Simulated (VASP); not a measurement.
# C (Fd-3m) in VASP: vibrations by perturbation theory with PBE

Aim: the vibrations by perturbation theory of C with PBE.

Everything below comes from runs of VASP 6.6.1. Logs are shortened: lines on timing, memory, paths and dates and some standing lists are left out, and cuts for length are marked.

### Step 1. The cell of the first run

Symmetry: Fd-3m, No. 227, cubic system. The conventional cell has a = 3.572 Å, b = 3.572 Å, c = 3.572 Å, α = 90.00°, β = 90.00°, γ = 90.00°. Within 2.1 Å of C (site symmetry -43m) lie 4 C at 1.55 Å.

### Step 2. Vibrations by perturbation theory, PBE

INCAR reads:

```
SYSTEM = C
PREC = Accurate
ENCUT = 600
EDIFF = 1E-8
ISMEAR = 0
SIGMA = 0.01
LREAL = .False.
LASPH = .True.
NELM = 120
ALGO = Normal
ISIF = 2
LWAVE = .False.
LCHARG = .False.
GGA = PE
IBRION = 8
NSW = 1
GGA_COMPAT = .False.
```

KPOINTS reads:

```
regular mesh
0
Gamma
  12 12 12
  0 0 0
```

POSCAR reads:

```
C
1.0
    0.0000000000      1.7857952420      1.7857952420
    1.7857952420      0.0000000000      1.7857952420
    1.7857952420      1.7857952420      0.0000000000
C
2
Direct
    0.0000000000      0.0000000000      0.0000000000
    0.2500000000      0.2500000000      0.2500000000
```

Potentials or basis: VASP PAW PBE potentials, release 64 (C).

Command:

```bash
$ cat potpaw_PBE.64/C/POTCAR > POTCAR
$ mpirun -np 1 vasp_std > vasp.out
```

OUTCAR:

```text
SYSTEM = C
   PREC = Accurate
   ENCUT = 600
   EDIFF = 1E-8
   ISMEAR = 0
   LREAL = .False.
   LASPH = .True.
   NELM = 120
   ISIF = 2
   GGA = PE
   IBRION = 8
   NSW = 1

 ion  position               nearest neighbor table
   1  0.000  0.000  0.000-   2 1.55   2 1.55   2 1.55   2 1.55
   2  0.250  0.250  0.250-   1 1.55   1 1.55   1 1.55   1 1.55

  LATTYP: Found a face centered cubic cell.
 ALAT       =     3.5715904840

  Lattice vectors:

 A1 = (   0.0000000000,   1.7857952420,   1.7857952420)
 A2 = (   1.7857952420,   0.0000000000,   1.7857952420)
 A3 = (   1.7857952420,   1.7857952420,   0.0000000000)

Analysis of symmetry for initial positions (statically):
=====================================================================
 Subroutine PRICEL returns:
 Original cell was already a primitive cell.

 Routine SETGRP: Setting up the symmetry group for a
 face centered cubic supercell.

 Subroutine GETGRP returns: Found 48 space group operations
 (whereof 24 operations were pure point group operations)
 out of a pool of 48 trial point group operations.

The static configuration has the point symmetry T_d .
 The point group associated with its full space group is O_h .

Analysis of symmetry for dynamics (positions and initial velocities):
=====================================================================
 Subroutine PRICEL returns:
 Original cell was already a primitive cell.

 Routine SETGRP: Setting up the symmetry group for a
 face centered cubic supercell.

 Subroutine GETGRP returns: Found 48 space group operations
 (whereof 24 operations were pure point group operations)
 out of a pool of 48 trial point group operations.

The dynamic configuration has the point symmetry T_d .
 The point group associated with its full space group is O_h .

 Subroutine INISYM returns: Found 48 space group operations
 (whereof 24 operations are pure point group operations),
 and found     1 'primitive' translations

----------------------------------------------------------------------------------------

                                     Primitive cell

  volume of cell :      11.3900

  direct lattice vectors                    reciprocal lattice vectors
     0.000000000  1.785795242  1.785795242    -0.279987307  0.279987307  0.279987307
     1.785795242  0.000000000  1.785795242     0.279987307 -0.279987307  0.279987307
     1.785795242  1.785795242  0.000000000     0.279987307  0.279987307 -0.279987307

  length of vectors
     2.525495851  2.525495851  2.525495851     0.484952241  0.484952241  0.484952241

  position of ions in fractional coordinates (direct lattice)
     0.000000000  0.000000000  0.000000000
     0.250000000  0.250000000  0.250000000

  ion indices of the primitive-cell ions
   primitive index   ion index
                 1           1
                 2           2

----------------------------------------------------------------------------------------

 KPOINTS: regular mesh

Automatic generation of k-mesh.
 Grid dimensions read from file:
 generate k-points for:   12   12   12

 Generating k-lattice:

  Cartesian coordinates                     Fractional coordinates (reciprocal lattice)
    -0.023332276  0.023332276  0.023332276     0.083333333  0.000000000  0.000000000
     0.023332276 -0.023332276  0.023332276     0.000000000  0.083333333  0.000000000
     0.023332276  0.023332276 -0.023332276     0.000000000  0.000000000  0.083333333

  Length of vectors
     0.040412687  0.040412687  0.040412687

  Shift w.r.t. Gamma in fractional coordinates (k-lattice)
     0.000000000  0.000000000  0.000000000

 Subroutine IBZKPT returns following result:
 ===========================================

 Found     72 irreducible k-points:

 Following reciprocal coordinates:
            Coordinates               Weight
  0.000000  0.000000  0.000000      1.000000
  0.083333  0.000000  0.000000      8.000000
  0.166667  0.000000  0.000000      8.000000
  0.250000  0.000000  0.000000      8.000000
  0.333333  0.000000  0.000000      8.000000
  0.416667  0.000000  0.000000      8.000000
[... 16 lines left out ...]
  0.500000  0.166667  0.000000     24.000000
 -0.416667  0.166667  0.000000     24.000000
 [... further k-points ...]
   k-points           NKPTS =     72   k-points in BZ     NKDIM =     72   number of bands    NBANDS=      8
   number of dos      NEDOS =    301   number of ions     NIONS =      2
   total plane-waves  NPLWV =   8000
   dimension x,y,z NGX =    20 NGY =   20 NGZ =   20
   dimension x,y,z NGXF=    40 NGYF=   40 NGZF=   40
   ions per type =               2
   NGX,Y,Z   is equivalent  to a cutoff of  13.17, 13.17, 13.17 a.u.
   NGXF,Y,Z  is equivalent  to a cutoff of  26.33, 26.33, 26.33 a.u.
 SYSTEM =  C
   PREC   = accura    normal or accurate (medium, high low for compatibility)
   ISTART =      0    job   : 0-new  1-cont  2-samecut
   ICHARG =      2    charge: 1-file 2-atom 10-const
   ISPIN  =      1    spin polarized calculation?
   LNONCOLLINEAR =      F non collinear calculations
   LSORBIT =      F    spin-orbit coupling
   LASPH  =      T    aspherical Exc in radial PAW
   ENCUT  =  600.0 eV  44.10 Ry    6.64 a.u.   5.04  5.04  5.04*2*pi/ulx,y,z
   NELM   =    120;   NELMIN=  2; NELMDL= -5     # of ELM steps
   EDIFF  = 0.1E-07   stopping-criterion for ELM
   LREAL  =      F    real-space projection
   EDIFFG = 0.1E-06   stopping-criterion for IOM
   NSW    =      1    number of steps for IOM
   IBRION =      8    ionic relax: 0-MD 1-quasi-New 2-CG
   NFREE  =      0    steps in history (QN), initial steepest desc. (CG)
   ISIF   =      2    stress and relaxation
   ISYM   =      2    0-nonsym 1-usesym 2-fastsym
   POTIM  = 0.5000    time-step for ionic-motion
   TEBEG  =    0.0;   TEEND  =   0.0 temperature during run
   PSTRESS=    0.0 pullay stress
   NELECT =       8.0000    total number of electrons
   NUPDOWN=      -1.0000    fix difference up-down
   EMIN   =  10.00;   EMAX   =-10.00  energy-range for DOS
   EFERMI =   0.00;   METHOD = LEGACY
   ISMEAR =     0;   SIGMA  =   0.01  broadening in eV -4-tet -1-fermi 0-gaus
   EFERMI_NEDOS =   21; number of points for ismear=-14 and -15
   IALGO  =     38    algorithm
   IMIX   =      4    mixing-type and parameters
     AMIX     =   0.40;   BMIX     =  1.00
     AMIX_MAG =   1.60;   BMIX_MAG =  1.00
  volume/ion in A,a.u.               =       5.70        38.43
  Fermi-wavevector in a.u.,A,eV,Ry     =   1.455224  2.749975 28.812741  2.117677
  Thomas-Fermi vector in A             =   2.572283
   LORBIT       =      0    0 simple, 1 ext, 2 COOP (PROOUT), +10 PAW based schemes
   GGA     = PE    functional components
   LHFCALC =     F    Hartree Fock is set to
   AEXX    =    0.0000 exact exchange contribution
   IVDW    =     0    specifies the selected vdW correction
   LEPSILON=     F    determine dielectric tensor
   LRPA    =     F    only Hartree local field effects (RPA)
 non-spin polarized calculation
 Gauss-broadening in eV      SIGMA  =   0.01
  energy-cutoff  :      600.00
  volume of cell :       11.39
 maximum number of plane-waves:       392
   NGX =  9   NGY =  9   NGZ =  9

--------------------------------------- Ionic step        1  -------------------------------------------

 number of electron       7.9999999 magnetization

 Free energy of the ion-electron system (eV)
  ---------------------------------------------------
  ext. energy  EPLUGINS =         0.00000000
  ---------------------------------------------------
  free energy    TOTEN  =       -18.19049240 eV

  energy without entropy =      -18.19049240  energy(sigma->0) =      -18.19049240

 E-fermi :   9.7172     XC(G=0): -13.2302

 val. band max:        9.6696201288   @ k =   0.0000   0.0000   0.0000
 cond. band min:      13.8138758137   @ k =   0.3333   0.3333   0.0000
 fundamental gap:      4.1442556849
 Fermi energy:         9.7172145694

 k-point     1 :       0.0000    0.0000    0.0000
  band No.  band energies     occupation
      1     -11.7521      2.00000
      2       9.6696      2.00000
      3       9.6696      2.00000
      4       9.6696      2.00000
      5      15.2486      0.00000
      6      15.2486      0.00000
      7      15.2486      0.00000
      8      22.9076      0.00000
[... 243 lines left out ...]
 k-point    24 :      -0.4167    0.1667    0.0000
  band No.  band energies     occupation
      1      -5.5929      2.00000
      2      -2.8187      2.00000
      3       4.2127      2.00000
      4       6.0960      2.00000
      5      17.1885      0.00000
      6      19.8733      0.00000
      7      20.8215      0.00000
      8      25.0588      0.00000

 [... further k-points ...]
[... 5 lines left out ...]
  --------------------------------------------------------------------------------------
  -------------------------------------------------------------------------------------
  Total       -0.0005262     -0.0005262     -0.0005262      0.0000000      0.0000000      0.0000000
  in kB       -0.0740185     -0.0740185     -0.0740185      0.0000000      0.0000000      0.0000000
  external PRESSURE =      -0.0740185 kB  Pullay stress =       0.0000000 kB

 VOLUME and BASIS-vectors are now :
 -----------------------------------------------------------------------------
  energy-cutoff  :      600.00
  volume of cell :       11.39
      direct lattice vectors                 reciprocal lattice vectors
     0.000000000  1.785795242  1.785795242    -0.279987307  0.279987307  0.279987307
     1.785795242  0.000000000  1.785795242     0.279987307 -0.279987307  0.279987307
     1.785795242  1.785795242  0.000000000     0.279987307  0.279987307 -0.279987307

 POSITION                                       TOTAL-FORCE (eV/Angst)
 -----------------------------------------------------------------------------------
      0.00000      0.00000      0.00000         0.000000      0.000000      0.000000
      0.89290      0.89290      0.89290        -0.000000     -0.000000     -0.000000
 -----------------------------------------------------------------------------------
    total drift:                                0.000000      0.000000      0.000000

  FREE ENERGIE OF THE ION-ELECTRON SYSTEM (eV)
  ---------------------------------------------------
  free  energy   TOTEN  =       -18.1904923953 eV

  energy  without entropy=      -18.1904923953  energy(sigma->0) =      -18.19049240

[... ionic steps 2 to 3 ...]

--------------------------------------- Ionic step        4  -------------------------------------------

 Free energy of the ion-electron system (eV)
  ---------------------------------------------------
  ---------------------------------------------------
  free energy    TOTEN  =        -0.11185374 eV

  energy without entropy =       -0.11185374

------------------------ aborting loop because EDIFF is reached ----------------------------------------

 INTERNAL STRAIN TENSOR  FOR ION    1  DIRECTION 1   (eV/Angst):
 -----------------------------------------------------------------------------
     0.00530  0.00000  0.00000
     0.00000 -0.00216  2.77514
     0.00000  2.77514 -0.00216

 INTERNAL STRAIN TENSOR FOR ION    2 for displacements in x,y,z  (eV/Angst):
          X           Y           Z          XY          YZ          ZX
  --------------------------------------------------------------------------------
  x    -0.00000     0.00000     0.00000     0.00000    -2.77514     0.00000
  y     0.00000     0.00000     0.00000     0.00000     0.00000    -2.77514
  z     0.00000     0.00000    -0.00000    -2.77514     0.00000     0.00000

 SECOND DERIVATIVES (NOT SYMMETRIZED)
 ------------------------------------
               1X          1Y          1Z          2X          2Y          2Z
  1X   -36.955858    0.000000    0.000000   36.955858    0.000000    0.000000
  1Y     0.000000  -36.955858    0.000000    0.000000   36.955858    0.000000
  1Z     0.000000    0.000000  -36.955858    0.000000    0.000000   36.955858
  2X    36.955858    0.000000    0.000000  -36.955858    0.000000    0.000000
  2Y     0.000000   36.955858    0.000000    0.000000  -36.955858    0.000000
  2Z     0.000000    0.000000   36.955858    0.000000    0.000000  -36.955858

 Eigenvectors and eigenvalues of the dynamical matrix
 ----------------------------------------------------

   1 f  =   38.780891 THz   243.667527 2PiTHz 1293.591292 cm-1   160.384807 meV
             X         Y         Z           dx          dy          dz
      0.000000  0.000000  0.000000     0.000000   -0.707107    0.000000
      0.892898  0.892898  0.892898     0.000000    0.707107    0.000000

   2 f  =   38.780891 THz   243.667527 2PiTHz 1293.591292 cm-1   160.384807 meV
             X         Y         Z           dx          dy          dz
      0.000000  0.000000  0.000000    -0.707107    0.000000    0.000000
      0.892898  0.892898  0.892898     0.707107    0.000000    0.000000
[... 11 lines left out ...]
   5 f  =    0.000000 THz     0.000000 2PiTHz    0.000000 cm-1     0.000000 meV
             X         Y         Z           dx          dy          dz
      0.000000  0.000000  0.000000     0.000000    0.707107    0.000000
      0.892898  0.892898  0.892898     0.000000    0.707107    0.000000

   6 f  =    0.000000 THz     0.000000 2PiTHz    0.000000 cm-1     0.000000 meV
             X         Y         Z           dx          dy          dz
      0.000000  0.000000  0.000000     0.000000    0.000000    0.707107
      0.892898  0.892898  0.892898     0.000000    0.000000    0.707107

--------------------------------------------------------------------------------------------------------

 ELASTIC MODULI CONTR FROM IONIC RELAXATION (kBar)
 Direction    XX          YY          ZZ          XY          YZ          ZX
 --------------------------------------------------------------------------------
 XX          -0.0000      0.0000      0.0000      0.0000     -0.0000      0.0000
 YY           0.0000     -0.0000      0.0000      0.0000      0.0000      0.0000
 ZZ           0.0000      0.0000     -0.0000     -0.0000      0.0000      0.0000
 XY           0.0000      0.0000     -0.0000    -29.3137      0.0000      0.0000
 YZ          -0.0000      0.0000      0.0000      0.0000    -29.3137      0.0000
 ZX           0.0000      0.0000      0.0000      0.0000      0.0000    -29.3137
 --------------------------------------------------------------------------------
```

Wall time 26 s (1 thread of Intel Xeon Platinum 8375C at 2.90GHz (Ice Lake), shared host); peak memory 0.17 GiB.

Results:

```
Highest phonon frequency at Γ : 1294 cm⁻¹
```

Phonon frequencies in cm⁻¹ (negative: imaginary):
| q point | frequencies |
| --- | --- |
| (0.000, 0.000, 0.000) | 0 0 0 1294 1294 1294 |
